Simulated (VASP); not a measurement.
A run of VASP 6.6.1 is set up as follows.

The input INCAR:

```
SYSTEM = Rb
PREC = Accurate
ENCUT = 520
EDIFF = 1E-7
ISMEAR = 1
SIGMA = 0.03
LREAL = .False.
LASPH = .True.
NELM = 80
ALGO = Normal
ISIF = 2
LWAVE = .False.
LCHARG = .False.
GGA = CA
NBANDS = 10
```

File KPOINTS:

```
Automatic mesh
0
Gamma
  8 8 8
  0 0 0
```

File POSCAR:

```
Rb
1.0
   -2.6859640533      2.6859640533      2.6859640533
    2.6859640533     -2.6859640533      2.6859640533
    2.6859640533      2.6859640533     -2.6859640533
Rb
1
Direct
    0.0000000000      0.0000000000      0.0000000000
```

Potentials or basis: VASP PAW LDA potentials, release 64 (Rb_sv).

The run is started by

```console
$ cat potpaw_LDA.64/Rb_sv/POTCAR > POTCAR
$ mpirun -np 1 vasp_std > vasp.out
```

Predict the pressure.

0.0 GPa.
